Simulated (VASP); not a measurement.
# AlN (C2) in VASP: further runs

The runs below take AlN through single point, with PBEsol.

All numbers are computed with VASP 6.6.1; they aren't measurements. Logs are shortened: lines on timing, memory, paths and dates and some standing lists are left out, and cuts for length are marked.

### Step 1. The cell of the first run

The structure is monoclinic, space group C2 (No. 5). Conventional cell: a = 4.275 Å, b = 4.275 Å, c = 3.133 Å, α = 90.00°, β = 133.02°, γ = 90.00°. Al (site symmetry 2) has 4 N at 1.87 to 1.93 Å within 2.5 Å. N (site symmetry 2) has 4 Al at 1.87 to 1.93 Å within 2.5 Å.

### Step 2. Single point, PBEsol (mode 4 frozen in at -0.038 Å, strain +e along z and -e/2 along x and y +0.0467)

INCAR reads:

```
SYSTEM = AlN
  PREC = Accurate
  ENCUT = 520
  EDIFF = 1E-6
  ISMEAR = 0
  SIGMA = 0.05
  LREAL = .FALSE.
  LASPH = .TRUE.
  NELM = 60
  ALGO = Normal
  ISIF = 2
  LWAVE = .FALSE.
  LCHARG = .TRUE.
  GGA = PS
  LELF = .TRUE.
  LVHAR = .TRUE.
  NBANDS = 11
```

KPOINTS reads:

```
regular mesh
0
G
  10 10 10
  0 0 0
```

POSCAR reads:

```
AlN
1.0
    0.0000000000      2.2908669450      2.1375515447
    2.1375515447      0.0000000000      2.1375515447
    2.1375515447      2.2908669450      0.0000000000
Al N
1 1
Direct
   -0.0045066557      0.0045066557      0.0045066557
    0.7586811240      0.7413188760      0.7413188760
```

Potentials or basis: VASP PAW PBE potentials, release 64 (Al, N).

Started as:

```
cat potpaw_PBE.64/Al/POTCAR potpaw_PBE.64/N/POTCAR > POTCAR
mpirun -np 1 vasp_std > vasp.out
```

OUTCAR:

```text
SYSTEM = AlN
   PREC = Accurate
   ENCUT = 520
   EDIFF = 1E-6
   ISMEAR = 0
   LREAL = .FALSE.
   LASPH = .TRUE.
   NELM = 60
   ISIF = 2
   GGA = PS

 ion  position               nearest neighbor table
   1  0.995  0.005  0.005-   2 1.87   2 1.87   2 1.93   2 1.93
   2  0.759  0.741  0.741-   1 1.87   1 1.87   1 1.93   1 1.93

  LATTYP: Found a body centered tetragonal cell.
 ALAT       =     3.0229543848
 C/A-ratio  =     1.5156477098

  Lattice vectors:

 A1 = (   0.0000000000,  -2.2908669450,   2.1375515447)
 A2 = (   0.0000000000,  -2.2908669450,  -2.1375515447)
 A3 = (   2.1375515447,   2.2908669450,   0.0000000000)

Analysis of symmetry for initial positions (statically):
=====================================================================
 Subroutine PRICEL returns:
 Original cell was already a primitive cell.

 Routine SETGRP: Setting up the symmetry group for a
 body centered tetragonal supercell.

 Subroutine GETGRP returns: Found  2 space group operations
 (whereof  2 operations were pure point group operations)
 out of a pool of 16 trial point group operations.

The static configuration has the point symmetry C_2 .

Analysis of symmetry for dynamics (positions and initial velocities):
=====================================================================
 Subroutine PRICEL returns:
 Original cell was already a primitive cell.

 Routine SETGRP: Setting up the symmetry group for a
 body centered tetragonal supercell.

 Subroutine GETGRP returns: Found  2 space group operations
 (whereof  2 operations were pure point group operations)
 out of a pool of 16 trial point group operations.

The dynamic configuration has the point symmetry C_2 .

 Subroutine INISYM returns: Found  2 space group operations
 (whereof  2 operations are pure point group operations),
 and found     1 'primitive' translations

----------------------------------------------------------------------------------------

                                     Primitive cell

  volume of cell :      20.9345

  direct lattice vectors                    reciprocal lattice vectors
     0.000000000  2.290866945  2.137551545    -0.233912488  0.218257984  0.233912488
     2.137551545  0.000000000  2.137551545     0.233912488 -0.218257984  0.233912488
     2.137551545  2.290866945  0.000000000     0.233912488  0.218257984 -0.233912488

  length of vectors
     3.133240809  3.022954385  3.133240809     0.396316353  0.396316353  0.396316353

  position of ions in fractional coordinates (direct lattice)
     0.995493344  0.004506656  0.004506656
     0.758681124  0.741318876  0.741318876

[... 81 lines left out ...]
   NFREE  =      0    steps in history (QN), initial steepest desc. (CG)
   ISIF   =      2    stress and relaxation
   ISYM   =      2    0-nonsym 1-usesym 2-fastsym
   POTIM  = 0.5000    time-step for ionic-motion
   TEBEG  =    0.0;   TEEND  =   0.0 temperature during run
   PSTRESS=    0.0 pullay stress
   NELECT =       8.0000    total number of electrons
   NUPDOWN=      -1.0000    fix difference up-down
   EMIN   =  10.00;   EMAX   =-10.00  energy-range for DOS
   EFERMI =   0.00;   METHOD = LEGACY
   ISMEAR =     0;   SIGMA  =   0.05  broadening in eV -4-tet -1-fermi 0-gaus
   EFERMI_NEDOS =   21; number of points for ismear=-14 and -15
   IALGO  =     38    algorithm
   IMIX   =      4    mixing-type and parameters
     AMIX     =   0.40;   BMIX     =  1.00
     AMIX_MAG =   1.60;   BMIX_MAG =  1.00
  volume/ion in A,a.u.               =      10.47        70.64
  Fermi-wavevector in a.u.,A,eV,Ry     =   1.188002  2.244998 19.202563  1.411349
  Thomas-Fermi vector in A             =   2.324141
   LORBIT       =      0    0 simple, 1 ext, 2 COOP (PROOUT), +10 PAW based schemes
   GGA     = PS    functional components
   LHFCALC =     F    Hartree Fock is set to
   AEXX    =    0.0000 exact exchange contribution
   IVDW    =     0    specifies the selected vdW correction
   LEPSILON=     F    determine dielectric tensor
   LRPA    =     F    only Hartree local field effects (RPA)
 non-spin polarized calculation
 Gauss-broadening in eV      SIGMA  =   0.05
  energy-cutoff  :      520.00
  volume of cell :       20.93
 maximum number of plane-waves:       576
   NGX = 11   NGY = 11   NGZ = 11

 number of electron       7.9999999 magnetization

 Free energy of the ion-electron system (eV)
  ---------------------------------------------------
  ext. energy  EPLUGINS =         0.00000000
  ---------------------------------------------------
  free energy    TOTEN  =       -15.55812255 eV

  energy without entropy =      -15.55812255  energy(sigma->0) =      -15.55812255

 E-fermi :   6.2632     XC(G=0): -11.1118

 val. band max:        6.0185952832   @ k =   0.0000   0.0000   0.0000
 cond. band min:       8.9454110424   @ k =   0.5000   0.5000   0.0000
 fundamental gap:      2.9268157593
 Fermi energy:         6.2631900356

 k-point     1 :       0.0000    0.0000    0.0000
  band No.  band energies     occupation
      1      -9.0880      2.00000
      2       5.5739      2.00000
      3       5.9672      2.00000
      4       6.0186      2.00000
      5       9.9049      0.00000
      6      18.2557      0.00000
      7      18.2653      0.00000
      8      18.3107      0.00000
      9      22.0283      0.00000
     10      23.1339      0.00000
     11      24.5001      0.00000
[... 309 lines left out ...]
 k-point    24 :      -0.1000   -0.1000    0.3000
  band No.  band energies     occupation
      1      -7.3562      2.00000
      2       0.8724      2.00000
      3       4.9744      2.00000
      4       5.3913      2.00000
      5      12.8514      0.00000
      6      15.3575      0.00000
      7      17.1511      0.00000
      8      18.0303      0.00000
      9      21.8527      0.00000
     10      24.3679      0.00000
     11      25.6362      0.00000

 [... further k-points ...]
[... 5 lines left out ...]
  --------------------------------------------------------------------------------------
  -------------------------------------------------------------------------------------
  Total        0.4739472     -0.8913536      0.5530561      0.0000000     -0.5124938      0.0000000
  in kB       36.2725001    -68.2177786     42.3269258      0.0000000    -39.2225758      0.0000000
  external PRESSURE =       3.4605491 kB  Pullay stress =       0.0000000 kB

 VOLUME and BASIS-vectors are now :
 -----------------------------------------------------------------------------
  energy-cutoff  :      520.00
  volume of cell :       20.93
      direct lattice vectors                 reciprocal lattice vectors
     0.000000000  2.290866945  2.137551545    -0.233912488  0.218257984  0.233912488
     2.137551545  0.000000000  2.137551545     0.233912488 -0.218257984  0.233912488
     2.137551545  2.290866945  0.000000000     0.233912488  0.218257984 -0.233912488

 POSITION                                       TOTAL-FORCE (eV/Angst)
 -----------------------------------------------------------------------------------
      0.01927      2.29087      2.13755        -0.773904      0.000000      0.000000
      3.16921      3.43630      3.20633         0.773904     -0.000000      0.000000
 -----------------------------------------------------------------------------------
    total drift:                                0.000104     -0.000000     -0.000000

  FREE ENERGIE OF THE ION-ELECTRON SYSTEM (eV)
  ---------------------------------------------------
  free  energy   TOTEN  =       -15.5581225456 eV

  energy  without entropy=      -15.5581225456  energy(sigma->0) =      -15.55812255
```

It took 1.9 min on 1 thread of AMD EPYC 7R13, shared host; peak memory 0.15 GiB.

What came out:

- Free energy: -15.5581 eV
- Pressure: 0.3 GPa
- Largest force: 0.774 eV/Å
- Band gap on the k mesh: 2.93 eV, indirect (least direct gap 3.89 eV)

Forces in eV/Å, atoms in the order of the input:
```
Al  -0.774  0.000  0.000
N    0.774  0.000  0.000
```

Caveat: the cell differs from its parent crystal (mode 4 frozen in at -0.038 Å, strain +e along z and -e/2 along x and y +0.0467); the PAW data sets were made with another functional, which shifts forces and pressure a little. A k mesh can miss the band edges.

[end of part 1 of 2]
